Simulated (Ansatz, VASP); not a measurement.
Re in VASP and in Ansatz

The input INCAR:

```
  PREC = Accurate
  ENCUT = 520
  EDIFF = 1E-7
  ISMEAR = -1
  SIGMA = 0.1
  LREAL = False
  LASPH = True
  NELM = 60
  ALGO = Normal
  ISIF = 2
  LWAVE = False
  LCHARG = True
  GGA = RE
  LELF = True
  LVHAR = True
  NBANDS = 14
```

File KPOINTS:

```
Automatic mesh
0
Gamma
  11 11 11
```

POSCAR

```
Re
1.0
    0.0000000000      2.8724975388      2.8724975388
    2.8724975388      0.0000000000      2.8724975388
    2.8724975388      2.8724975388      0.0000000000
Re
2
Direct
    0.1250000000      0.1250000000      0.1250000000
    0.8750000000      0.8750000000      0.8750000000
```

Input for Ansatz:

```yaml
crystal:
  lattice:
    - [0.0, 2.8724975388, 2.8724975388]
    - [2.8724975388, 0.0, 2.8724975388]
    - [2.8724975388, 2.8724975388, 0.0]
  atoms:
    - { symbol: Re, position: [0.125, 0.125, 0.125] }
    - { symbol: Re, position: [0.875, 0.875, 0.875] }
hamiltonian:
  xc: revpbe
  pseudopotentials:
    kind: paw
    azcp:
      Re: "pseudopotentials/Re.paw.azcp"
basis:
  ecutwfc: 420
  fft_grid_basis: typed
kpoints:
  mp_grid: { grid: [11, 11, 11], shift: [0, 0, 0] }
magnetization:
  spin_polarized: false
scf:
  occupations: { method: fermi_dirac, width: 0.1 }
  lower_state_search: "off"
output:
  stress: true
```

Alike in both runs: task single point; functional revPBE; k mesh 11 × 11 × 11; occupations fermi-dirac, width 0.1 eV; no spin polarisation.

|  | VASP | Ansatz |
| --- | --- | --- |
| version | VASP 6.6.1 | Ansatz 0.2.0 |
| potentials or method | VASP PAW PBE potentials, release 64 (Re), cutoff 520 eV | plane waves (420 eV) with PAW, scalar-relativistic |
| valence electrons in the cell | 14 | 30 |

|  | VASP | Ansatz | Ansatz less VASP |
| --- | --- | --- | --- |
| pressure (GPa) | -7.6 | -6.3 | +1.38 |

VASP's potentials were made for PBE, not for revPBE. VASP's potentials hold 14 valence electrons a cell and Ansatz's 30, so a difference there can come from the potentials and not from the codes.

Spin-orbit coupling is off throughout.
